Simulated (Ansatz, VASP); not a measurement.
**One calculation of Ti, two programs**

```
Ti
1.0
     2.91622    0.00000    0.00000
    -1.45811    2.52552    0.00000
     0.00000    0.00000    4.72427
Ti
2
Direct
  0.31333 0.65667 0.23500
  0.68667 0.34333 0.76500
```

Change from the starting cell: shortest bond scaled by 0.94, LAPW.

Alike in both runs: task single point; functional PBEsol; k mesh 12 × 12 × 7; occupations fermi-dirac, width 0.05 eV; no spin polarisation.

```csv
,VASP,Ansatz
version,VASP 6.6.1,Ansatz 0.2.0
potentials or method,"VASP PAW PBE potentials, release 64 (Ti_sv), cutoff 520 eV","all-electron LAPW, scalar-relativistic"
```

|  | VASP | Ansatz | Ansatz less VASP |
| --- | --- | --- | --- |
| pressure (GPa) | -3.8 | -3.6 | +0.22 |
| traceless stress, the component that is largest in VASP (GPa) | 1.25 | 1.27 | +0.017 |
| rms of the force components (eV/Å) | 0.266 | 0.268 | +0.0019 |

VASP's potentials were made for PBE, not for PBEsol. Atom by atom the forces differ by 0.002 eV/Å (rms over components). Ansatz ran all-electron here, and VASP with PAW potentials.
